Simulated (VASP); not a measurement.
Input of a VASP 6.6.1 run:

File INCAR:

```
PREC = Accurate
ENCUT = 520
EDIFF = 1E-6
ISMEAR = 0
SIGMA = 0.1
LREAL = False
LASPH = True
NELM = 120
ALGO = Normal
ISIF = 2
LWAVE = False
LCHARG = False
LDIPOL = True
IDIPOL = 3
DIPOL = 0.5 0.5 0.362
NBANDS = 31
GGA_COMPAT = False
NELMDL = -8
```

KPOINTS

```
Automatic mesh
0
Gamma
  12 12 1
```

POSCAR

```
W3C
1.0
    2.8090103839      0.0000000000      0.0000000000
   -1.4045051920      2.4326743520      0.0000000000
    0.0000000000      0.0000000000     20.1144288635
W C
3 1
Direct
    0.6666666667      0.3333333333      0.1988622211
    0.3333333333      0.6666666667      0.3135698338
    0.0000000000      0.0000000000      0.4282711143
    0.0000000000      0.3333333333      0.5055948197
```

Potentials or basis: VASP PAW LDA potentials, release 64 (W_sv, C).

Command:

```console
$ cat potpaw_LDA.64/W_sv/POTCAR potpaw_LDA.64/C/POTCAR > POTCAR
$ mpirun -np 1 vasp_std > vasp.out
```

Question: Estimate the largest force.

Answer: 2.606 eV/Å.

Question: Estimate the band gap on the k mesh.

Answer: Zero (bands 23 and 24 overlap by 0.94 eV).

Forces in eV/Å, atoms in the order of the input:
```
W   -0.029  0.036 -0.270
W   -0.040  0.204  0.251
W    1.216 -2.302 -0.135
C   -1.146  2.062  0.155
```

Caveat: spin-orbit coupling is left out, which moves the levels of the heavy elements.
